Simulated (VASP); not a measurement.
Write the native input for VASP 6.6.1 that does the following.

```
Task                   : single point
Functional             : r2SCAN
Potentials or basis    : VASP PAW PBE potentials, release 64 (Re)
Cutoff                 : 520 eV
k mesh                 : 13 × 13 × 7
Occupations            : fermi-dirac, width 0.03 eV
Spin                   : no spin polarisation
Dipole correction      : no
Further INCAR settings : ALGO = Normal; EDIFF = 1e-06; NBANDS = 14
```

Crystal: Re.

```
Re
1.0
     2.75983    0.00000    0.00000
    -1.37991    2.39008    0.00000
     0.00000    0.00000    4.45723
Re
2
Direct
  0.33333 0.66667 0.25000
  0.66667 0.33333 0.75000
```

These files were run (other wordings do the same):

POSCAR

```
Re
1.0
    2.7598270443      0.0000000000      0.0000000000
   -1.3799135221      2.3900803304      0.0000000000
    0.0000000000      0.0000000000      4.4572270891
Re
2
Direct
    0.3333333333      0.6666666667      0.2500000000
    0.6666666667      0.3333333333      0.7500000000
```

INCAR.step1

```
PREC     = Accurate       # precision mode
ENCUT    = 520            # plane-wave cutoff, eV
ISMEAR   = -1             # smearing method
SIGMA    = 0.03           # smearing width, eV
LREAL    = False          # projectors in reciprocal space
LASPH    = True           # aspherical terms in the spheres
NELM     = 80             # most SCF steps
NBANDS   = 14             # bands
GGA      = PE             # functional
ALGO     = Normal         # electronic algorithm
EDIFF    = 1E-4           # SCF threshold, eV
LWAVE    = True           # write WAVECAR
LCHARG   = False          # write CHGCAR
```

INCAR.step2

```
PREC     = Accurate       # precision mode
ENCUT    = 520            # plane-wave cutoff, eV
EDIFF    = 1E-6           # SCF threshold, eV
ISMEAR   = -1             # smearing method
SIGMA    = 0.03           # smearing width, eV
LREAL    = False          # projectors in reciprocal space
LASPH    = True           # aspherical terms in the spheres
NELM     = 80             # most SCF steps
ALGO     = Normal         # electronic algorithm
ISIF     = 2              # what is computed and relaxed
LWAVE    = False          # write WAVECAR
LCHARG   = True           # write CHGCAR
METAGGA  = R2SCAN         # meta-GGA
LMIXTAU  = True         
LELF     = True           # ELF
LVHAR    = True         
NBANDS   = 14             # bands
ISTART   = 1
```

KPOINTS

```
regular mesh
0
Gamma
  13 13 7
```

Potentials or basis: VASP PAW PBE potentials, release 64 (Re).

Run with:

```bash
$ cat potpaw_PBE.64/Re/POTCAR > POTCAR
$ cp INCAR.step1 INCAR
$ mpirun -np 1 vasp_std > vasp.out
$ cp INCAR.step2 INCAR
$ mpirun -np 1 vasp_std > vasp.out
```

Results of the run:

```
Pressure               : -0.2 GPa
Band gap on the k mesh : zero (band 7 reaches 8.87 eV, above the bottom of band 8 at 6.07 eV)
```

Caveat: the PAW data sets were made with another functional, which shifts forces and pressure a little; spin-orbit coupling is left out, which moves the levels of the heavy elements.

Run time: 110 s on 1 thread of Intel(R) Xeon(R) Platinum 8259CL CPU @ 2.50GHz (Skylake/Cascade Lake), on a shared host, peak memory 0.18 GiB.
